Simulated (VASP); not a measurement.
Set up this calculation in VASP 6.6.1, as the native input.

| Quantity | Value |
| --- | --- |
| Task | single point |
| Functional | PBEsol |
| Potentials or basis | VASP PAW PBE potentials, release 64 (Bi_d, Te) |
| Cutoff | 500 eV |
| k mesh | 10 × 10 × 8 |
| Occupations | gaussian, width 0.05 eV |
| Spin | no spin polarisation |
| Dipole correction | no |
| Further INCAR settings | ALGO = Normal; EDIFF = 1e-06; NBANDS = 18 |

The structure of BiTe lies in POSCAR:

```
BiTe
1.0
    4.1497576262      0.0000000000      0.0000000000
   -2.0748788131      3.5937955239      0.0000000000
    0.0000000000      0.0000000000      4.4405072890
Bi Te
1 1
Direct
    0.0000000000      0.0000000000      0.0000000000
    0.6666666667      0.3333333333      0.5000000000
```

One way to write it, as run:

INCAR

```
SYSTEM = BiTe
PREC     = Accurate       ! precision mode
ENCUT    = 500            ! plane-wave cutoff, eV
EDIFF    = 1E-6           ! SCF threshold, eV
ISMEAR   = 0              ! smearing method
SIGMA    = 0.05           ! smearing width, eV
LREAL    = .FALSE.        ! projectors in reciprocal space
LASPH    = .TRUE.         ! aspherical terms in the spheres
NELM     = 120            ! most SCF steps
ALGO     = Normal         ! electronic algorithm
ISIF     = 2              ! what is computed and relaxed
LWAVE    = .FALSE.        ! write WAVECAR
LCHARG   = .FALSE.        ! write CHGCAR
GGA      = PS             ! functional
NBANDS   = 18             ! bands
GGA_COMPAT= .FALSE.
```

KPOINTS

```
Automatic mesh
0
G
  10 10 8
  0 0 0
```

Potentials or basis: VASP PAW PBE potentials, release 64 (Bi_d, Te).

Run with:

```console
$ cat potpaw_PBE.64/Bi_d/POTCAR potpaw_PBE.64/Te/POTCAR > POTCAR
$ mpirun -np 1 vasp_std > vasp.out
```

It gave:

- Pressure: -2.6 GPa

Caveat: the PAW data sets were made with another functional, which shifts forces and pressure a little.

It took 53 s on 1 thread of Intel(R) Xeon(R) Platinum 8488C (Sapphire Rapids), on a shared host, peak memory 0.22 GiB.
